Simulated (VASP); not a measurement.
# NaH in VASP: notebook, part 2 of 2

VASP 6.6.1. Earlier steps stand in the parts before.

## Step 3: Relaxation of the atoms, PBEsol (equal xy, yz and zx engineering shears of +0.5 %)

Contents of INCAR:

```
SYSTEM = NaH
ALGO = Normal
EDIFF = 1E-7
EDIFFG = -0.002
ENCUT = 520
GGA = PS
IBRION = 2
ISIF = 2
ISMEAR = 0
LASPH = .True.
LCHARG = .False.
LREAL = .False.
LWAVE = .False.
NELM = 60
NSW = 50
PREC = Accurate
SIGMA = 0.01
```

Contents of KPOINTS:

```
k-points
0
Gamma
  8 8 8
  0 0 0
```

Contents of POSCAR:

```
NaH
1.0
    0.0119783843      2.4016660484      2.4016660484
    2.4016660484      0.0119783843      2.4016660484
    2.4016660484      2.4016660484      0.0119783843
Na H
1 1
Direct
    0.0000000000      0.0000000000      0.0000000000
    0.5000000000      0.5000000000      0.5000000000
```

Potentials or basis: VASP PAW PBE potentials, release 64 (Na_pv, H).

Run with:

```bash
> cat potpaw_PBE.64/Na_pv/POTCAR potpaw_PBE.64/H/POTCAR > POTCAR
> mpirun -np 1 vasp_std > vasp.out
```

OUTCAR:

```text
SYSTEM = NaH
   EDIFF = 1E-7
   EDIFFG = -0.002
   ENCUT = 520
   GGA = PS
   IBRION = 2
   ISIF = 2
   ISMEAR = 0
   LASPH = .True.
   LREAL = .False.
   NELM = 60
   NSW = 50
   PREC = Accurate

 ion  position               nearest neighbor table
   1  0.000  0.000  0.000-
   2  0.500  0.500  0.500-

  LATTYP: Found a trigonal (rhomboedric) cell.
 ALAT       =     3.3964898201
 COS(alpha) =     0.5049812504

  Lattice vectors:

 A1 = (   0.0119783843,   2.4016660484,   2.4016660484)
 A2 = (   2.4016660484,   0.0119783843,   2.4016660484)
 A3 = (   2.4016660484,   2.4016660484,   0.0119783843)

Analysis of symmetry for initial positions (statically):
=====================================================================
 Subroutine PRICEL returns:
 Original cell was already a primitive cell.

 Routine SETGRP: Setting up the symmetry group for a
 trigonal (rhombohedral) supercell.

 Subroutine GETGRP returns: Found 12 space group operations
 (whereof 12 operations were pure point group operations)
 out of a pool of 12 trial point group operations.

The static configuration has the point symmetry D_3d.

Analysis of symmetry for dynamics (positions and initial velocities):
=====================================================================
 Subroutine PRICEL returns:
 Original cell was already a primitive cell.

 Routine SETGRP: Setting up the symmetry group for a
 trigonal (rhombohedral) supercell.

 Subroutine GETGRP returns: Found 12 space group operations
 (whereof 12 operations were pure point group operations)
 out of a pool of 12 trial point group operations.

The dynamic configuration has the point symmetry D_3d.

 Subroutine INISYM returns: Found 12 space group operations
 (whereof 12 operations are pure point group operations),
 and found     1 'primitive' translations

----------------------------------------------------------------------------------------

                                     Primitive cell

  volume of cell :      27.4983

  direct lattice vectors                    reciprocal lattice vectors
     0.011978384  2.401666048  2.401666048    -0.209752843  0.208711886  0.208711886
     2.401666048  0.011978384  2.401666048     0.208711886 -0.209752843  0.208711886
     2.401666048  2.401666048  0.011978384     0.208711886  0.208711886 -0.209752843

  length of vectors
     3.396489820  3.396489820  3.396489820     0.362101585  0.362101585  0.362101585

  position of ions in fractional coordinates (direct lattice)
     0.000000000  0.000000000  0.000000000
     0.500000000  0.500000000  0.500000000

  ion indices of the primitive-cell ions
   primitive index   ion index
                 1           1
                 2           2

----------------------------------------------------------------------------------------

 KPOINTS: k-points

Automatic generation of k-mesh.
 Grid dimensions read from file:
 generate k-points for:    8    8    8

 Generating k-lattice:

  Cartesian coordinates                     Fractional coordinates (reciprocal lattice)
    -0.026219105  0.026088986  0.026088986     0.125000000 -0.000000000 -0.000000000
     0.026088986 -0.026219105  0.026088986    -0.000000000  0.125000000 -0.000000000
     0.026088986  0.026088986 -0.026219105    -0.000000000 -0.000000000  0.125000000

  Length of vectors
     0.045262698  0.045262698  0.045262698

  Shift w.r.t. Gamma in fractional coordinates (k-lattice)
     0.000000000  0.000000000  0.000000000

 Subroutine IBZKPT returns following result:
 ===========================================

 Found     65 irreducible k-points:

 Following reciprocal coordinates:
            Coordinates               Weight
  0.000000  0.000000  0.000000      1.000000
  0.125000 -0.000000 -0.000000      6.000000
  0.250000 -0.000000 -0.000000      6.000000
  0.375000 -0.000000 -0.000000      6.000000
  0.500000 -0.000000 -0.000000      3.000000
  0.125000  0.125000 -0.000000      6.000000
[... 16 lines left out ...]
  0.250000  0.125000  0.125000      6.000000
  0.375000  0.125000  0.125000      6.000000
 [... further k-points ...]
   k-points           NKPTS =     65   k-points in BZ     NKDIM =     65   number of bands    NBANDS=      8
   number of dos      NEDOS =    301   number of ions     NIONS =      2
   total plane-waves  NPLWV =  21952
   dimension x,y,z NGX =    28 NGY =   28 NGZ =   28
   dimension x,y,z NGXF=    56 NGYF=   56 NGZF=   56
   ions per type =               1   1
   NGX,Y,Z   is equivalent  to a cutoff of  13.70, 13.70, 13.70 a.u.
   NGXF,Y,Z  is equivalent  to a cutoff of  27.41, 27.41, 27.41 a.u.
 SYSTEM =  NaH
   PREC   = accura    normal or accurate (medium, high low for compatibility)
   ISTART =      0    job   : 0-new  1-cont  2-samecut
   ICHARG =      2    charge: 1-file 2-atom 10-const
   ISPIN  =      1    spin polarized calculation?
   LNONCOLLINEAR =      F non collinear calculations
   LSORBIT =      F    spin-orbit coupling
   LASPH  =      T    aspherical Exc in radial PAW
   ENCUT  =  520.0 eV  38.22 Ry    6.18 a.u.   6.32  6.32  6.32*2*pi/ulx,y,z
   NELM   =     60;   NELMIN=  2; NELMDL= -5     # of ELM steps
   EDIFF  = 0.1E-06   stopping-criterion for ELM
   LREAL  =      F    real-space projection
   EDIFFG = -.2E-02   stopping-criterion for IOM
   NSW    =     50    number of steps for IOM
   IBRION =      2    ionic relax: 0-MD 1-quasi-New 2-CG
   NFREE  =      1    steps in history (QN), initial steepest desc. (CG)
   ISIF   =      2    stress and relaxation
   ISYM   =      2    0-nonsym 1-usesym 2-fastsym
   POTIM  = 0.5000    time-step for ionic-motion
   TEBEG  =    0.0;   TEEND  =   0.0 temperature during run
   PSTRESS=    0.0 pullay stress
   NELECT =       8.0000    total number of electrons
   NUPDOWN=      -1.0000    fix difference up-down
   EMIN   =  10.00;   EMAX   =-10.00  energy-range for DOS
   EFERMI =   0.00;   METHOD = LEGACY
   ISMEAR =     0;   SIGMA  =   0.01  broadening in eV -4-tet -1-fermi 0-gaus
   EFERMI_NEDOS =   21; number of points for ismear=-14 and -15
   IALGO  =     38    algorithm
   IMIX   =      4    mixing-type and parameters
     AMIX     =   0.40;   BMIX     =  1.00
     AMIX_MAG =   1.60;   BMIX_MAG =  1.00
  volume/ion in A,a.u.               =      13.75        92.78
  Fermi-wavevector in a.u.,A,eV,Ry     =   1.084766  2.049910 16.010203  1.176717
  Thomas-Fermi vector in A             =   2.220864
   LORBIT       =      0    0 simple, 1 ext, 2 COOP (PROOUT), +10 PAW based schemes
   GGA     = PS    functional components
   LHFCALC =     F    Hartree Fock is set to
   AEXX    =    0.0000 exact exchange contribution
   IVDW    =     0    specifies the selected vdW correction
   LEPSILON=     F    determine dielectric tensor
   LRPA    =     F    only Hartree local field effects (RPA)
 conjugate gradient relaxation of ions
 non-spin polarized calculation
 Gauss-broadening in eV      SIGMA  =   0.01
  energy-cutoff  :      520.00
  volume of cell :       27.50
 maximum number of plane-waves:       754
 NGX is ok and might be reduce to    28
   NGX = 13   NGY = 13   NGZ = 13

 number of electron       7.9999993 magnetization

 Free energy of the ion-electron system (eV)
  ---------------------------------------------------
  ext. energy  EPLUGINS =         0.00000000
  ---------------------------------------------------
  free energy    TOTEN  =        -5.08576248 eV

  energy without entropy =       -5.08576248  energy(sigma->0) =       -5.08576248

 E-fermi :  -0.8957     XC(G=0):  -7.9779

 val. band max:       -1.0105101829   @ k =  -0.2500   0.5000   0.2500
 cond. band min:       2.5486655950   @ k =   0.5000   0.5000   0.5000
 fundamental gap:      3.5591757780
 Fermi energy:        -0.8956769006

 k-point     1 :       0.0000    0.0000    0.0000
  band No.  band energies     occupation
      1     -22.9670      2.00000
      2     -22.9670      2.00000
      3     -22.9659      2.00000
      4      -4.8089      2.00000
      5       9.6298      0.00000
      6      14.4589      0.00000
      7      14.6368      0.00000
      8      14.6368      0.00000
[... 243 lines left out ...]
 k-point    24 :       0.3750    0.1250    0.1250
  band No.  band energies     occupation
      1     -23.0327      2.00000
      2     -22.9860      2.00000
      3     -22.9743      2.00000
      4      -3.1812      2.00000
      5       5.4650      0.00000
      6       8.4707      0.00000
      7      12.9706      0.00000
      8      13.2719      0.00000

 [... further k-points ...]

------------------------ aborting loop because EDIFF is reached ----------------------------------------

  FORCE on cell =-STRESS in cart. coord.  units (eV):
  Direction    XX          YY          ZZ          XY          YZ          ZX
  --------------------------------------------------------------------------------------
  -------------------------------------------------------------------------------------
  Total        0.0006045      0.0006045      0.0006045     -0.0193976     -0.0193976     -0.0193976
  in kB        0.0352188      0.0352188      0.0352188     -1.1301895     -1.1301895     -1.1301895
  external PRESSURE =       0.0352188 kB  Pullay stress =       0.0000000 kB

 VOLUME and BASIS-vectors are now :
 -----------------------------------------------------------------------------
  energy-cutoff  :      520.00
  volume of cell :       27.50
      direct lattice vectors                 reciprocal lattice vectors
     0.011978384  2.401666048  2.401666048    -0.209752843  0.208711886  0.208711886
     2.401666048  0.011978384  2.401666048     0.208711886 -0.209752843  0.208711886
     2.401666048  2.401666048  0.011978384     0.208711886  0.208711886 -0.209752843

 POSITION                                       TOTAL-FORCE (eV/Angst)
 -----------------------------------------------------------------------------------
      0.00000      0.00000      0.00000        -0.000000      0.000000     -0.000000
      2.40766      2.40766      2.40766         0.000000     -0.000000      0.000000
 -----------------------------------------------------------------------------------
    total drift:                               -0.000000     -0.000000     -0.000000

  FREE ENERGIE OF THE ION-ELECTRON SYSTEM (eV)
  ---------------------------------------------------
  free  energy   TOTEN  =        -5.0857624798 eV

  energy  without entropy=       -5.0857624798  energy(sigma->0) =       -5.08576248

 reached required accuracy - stopping structural energy minimisation
```

CONTCAR:

```text
NaH
   1.00000000000000
     0.0119783843000000    2.4016660484000001    2.4016660484000001
     2.4016660484000001    0.0119783843000000    2.4016660484000001
     2.4016660484000001    2.4016660484000001    0.0119783843000000
  Na              H
     1     1
Direct
     0.0000000000000000    0.0000000000000000    0.0000000000000000
     0.5000000000000000    0.5000000000000000    0.5000000000000000

  0.00000000E+00  0.00000000E+00  0.00000000E+00
  0.00000000E+00  0.00000000E+00  0.00000000E+00
```

It took 20 s on 1 thread of Intel Xeon 8259CL, shared host; peak memory 0.15 GiB.

Results:

- Free energy: -5.0858 eV
- Pressure after relaxing: 0.0 GPa
- Band gap on the k mesh: 3.56 eV (least direct gap 4.50 eV)

Final structure:
```yaml
crystal:
  lattice:
    - [0.01198, 2.40167, 2.40167]
    - [2.40167, 0.01198, 2.40167]
    - [2.40167, 2.40167, 0.01198]
  atoms:
    - { symbol: Na, position: [0.00000, 0.00000, 0.00000] }
    - { symbol: H, position: [0.50000, 0.50000, 0.50000] }
```

Caveat: the cell differs from its parent crystal (equal xy, yz and zx engineering shears of +0.5 %); the relaxation stopped at its first step, so nothing moved; the PAW data sets were made with another functional, which shifts forces and pressure a little. A k mesh can miss the band edges.

## Step 4: Single point, PBEsol

This run uses another cell than the first one, of 13.54 Å³/atom.

Contents of INCAR:

```
PREC = Accurate ; ENCUT = 520
EDIFF = 1E-6 ; ISMEAR = 0
SIGMA = 0.01 ; LREAL = F
LASPH = T ; NELM = 100
ALGO = Normal ; ISIF = 2
LWAVE = F ; LCHARG = T
GGA = PS ; LELF = T
LVHAR = T ; NBANDS = 11
```

Contents of KPOINTS:

```
regular mesh
0
Gamma
  8 8 8
```

Contents of POSCAR:

```
NaH
1.0
    0.0000000000      2.3836984719      2.3836984719
    2.3836984719      0.0000000000      2.3836984719
    2.3836984719      2.3836984719      0.0000000000
Na H
1 1
Direct
    0.0000000000      0.0000000000      0.0000000000
    0.5000000000      0.5000000000      0.5000000000
```

Run with:

```bash
> cat potpaw_PBE.64/Na_pv/POTCAR potpaw_PBE.64/H/POTCAR > POTCAR
> mpirun -np 1 vasp_std > vasp.out
```

Wall time 16 s (1 thread of Intel Xeon 8259CL, shared host); peak memory 0.15 GiB.

The run converged. Its results:

```yaml
Free_energy: -5.0853 eV
Pressure: 0.4 GPa
Band_gap_on_the_k_mesh: 3.63 eV (least direct gap 4.55 eV)
```

Levels at points of the mesh, in eV from the valence-band top:
```csv
k point,band 2,band 3,band 4,band 5,band 6,band 7
"(0.00, 0.00, 0.00)",-21.93,-21.93,-3.84,10.78,15.70,15.70
"(0.50, 0.00, 0.00)",-21.94,-21.94,-0.92,3.63,10.91,13.48
"(0.50, 0.50, 0.00)",-21.97,-21.97,-0.19,4.49,9.92,10.75
```

Caveat: the PAW data sets were made with another functional, which shifts forces and pressure a little.

## Step 5: The runs side by side

| task | cell | gap on the mesh (eV) | pressure (GPa) |
| --- | --- | --- | --- |
| relaxation of the atoms | atoms relaxed from a = 3.380 Å, angles 60.3°, 2 atoms | 3.59 | 0.0 |
| relaxation of the atoms | atoms relaxed from a = 3.396 Å, angles 59.7°, 2 atoms | 3.56 | 0.0 |
| single point | a = 3.371 Å, angles 60.0°, 2 atoms | 3.63 | 0.4 |

Alike in all rows: level PBEsol; potentials or basis VASP PAW PBE potentials, release 64 (Na_pv, H); no spin polarisation; k mesh 8 × 8 × 8; cutoff (eV) 520; smearing gaussian 0.01 eV.

Caveats: the PAW data sets were made with another functional, which shifts forces and pressure a little; the relaxation stopped at its first step, so nothing moved (at least some runs).

Absolute energies hang on the potentials; compare differences alone.
